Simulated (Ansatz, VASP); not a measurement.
Mg in VASP and in Ansatz

File INCAR:

```
SYSTEM = Mg
PREC = Accurate ; ENCUT = 600
EDIFF = 1E-7 ; ISMEAR = -1
SIGMA = 0.05 ; LREAL = .FALSE.
LASPH = .TRUE. ; NELM = 120
ALGO = Normal ; ISIF = 3
LWAVE = .FALSE. ; LCHARG = .FALSE.
GGA = PE ; IBRION = 2
NSW = 60 ; EDIFFG = -0.005
GGA_COMPAT = .FALSE. ; NELMIN = 4
```

KPOINTS

```
regular mesh
0
G
  17 17 17
  0 0 0
```

Contents of POSCAR:

```
Mg
1.0
   -1.7898606885      1.7898606885      1.7898606885
    1.7898606885     -1.7898606885      1.7898606885
    1.7898606885      1.7898606885     -1.7898606885
Mg
1
Direct
    0.0000000000      0.0000000000      0.0000000000
```

Input for Ansatz:

```yaml
crystal:
  lattice:
    - [-1.7898606885, 1.7898606885, 1.7898606885]
    - [1.7898606885, -1.7898606885, 1.7898606885]
    - [1.7898606885, 1.7898606885, -1.7898606885]
  atoms:
    - { symbol: Mg, position: [0.0, 0.0, 0.0] }
kpoints:
  mp_grid: { grid: [17, 17, 17] }
scf:
  occupations: { method: fermi_dirac, width: 0.05 }
hamiltonian:
  xc: pbe
  pseudopotentials: { kind: paw }
output:
  forces: true
  stress: true
  write_density: true
  write_potential: true
  elf: true
  volumetric_format: npy
relax:
  f_tol: 0.005
  max_steps: 40
  cell: {}
```

Alike in both runs: task relaxation of cell and atoms; functional PBE; k mesh 17 × 17 × 17; occupations fermi-dirac, width 0.05 eV; no spin polarisation.

|  | VASP | Ansatz |
| --- | --- | --- |
| version | VASP 6.6.1 | Ansatz 0.2.0 |
| potentials or method | VASP PAW PBE potentials, release 64 (Mg) | PAW with Ansatz's default frozen-core files, scalar-relativistic |
| plane-wave cutoff (eV) | 600 | 420 |
| valence electrons in the cell | 2 | 10 |

|  | VASP | Ansatz | Ansatz less VASP |
| --- | --- | --- | --- |
| relaxed volume (Å³/atom) | 22.84 | 22.94 | +0.100 |
| relaxed cell length with the largest relative difference (Å) | 3.096 | 3.100 | +0.0045 |

VASP's potentials hold 2 valence electrons a cell and Ansatz's 10, so a difference there can come from the potentials and not from the codes.
